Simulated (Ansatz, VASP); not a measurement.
**GdMn in VASP and in Ansatz**

```
Gd Mn
1.0
     3.40094    0.00000    0.00000
     0.00000    3.40094    0.00000
     0.00000    0.00000    3.40094
Gd Mn
1 1
Direct
  0.00000 0.00000 0.00000
  0.50000 0.50000 0.50000
```

Alike in both runs: task single point; functional PBEsol; k mesh 10 × 10 × 10; occupations gaussian, width 0.05 eV; collinear spin.

```csv
,VASP,Ansatz
version,VASP 6.6.1,Ansatz 0.2.0
potentials or method,"VASP PAW PBE potentials, release 64 (Gd, Mn_pv), cutoff 520 eV","scalar-relativistic, plane waves, PAW"
valence electrons in the cell,31,33
```

Ansatz gave:

* gap on the k mesh at the Fermi level (eV): none
* pressure (GPa): 1.2
* net moment per atom (μB): 2.24
* size of the moment on the site where the two differ most (μB): 7.18

Task: What did VASP give for the same quantities?

Result: gap on the k mesh at the Fermi level (eV): none; pressure (GPa): 1.4; net moment per atom (μB): 2.24; size of the moment on the site where the two differ most (μB): 7.01.

VASP's potentials were made for PBE, not for PBEsol. Site moments also hang on the region over which each program counts them. A gap of «none» marks a metal or a gap that the smearing closes. The functional is the same, so the differences come from potentials, cutoffs and numerics. VASP's potentials hold 31 valence electrons a cell and Ansatz's 33, so a difference there can come from the potentials and not from the codes. Ansatz's warnings: given moment on shells.

Neither program's run includes spin-orbit coupling.
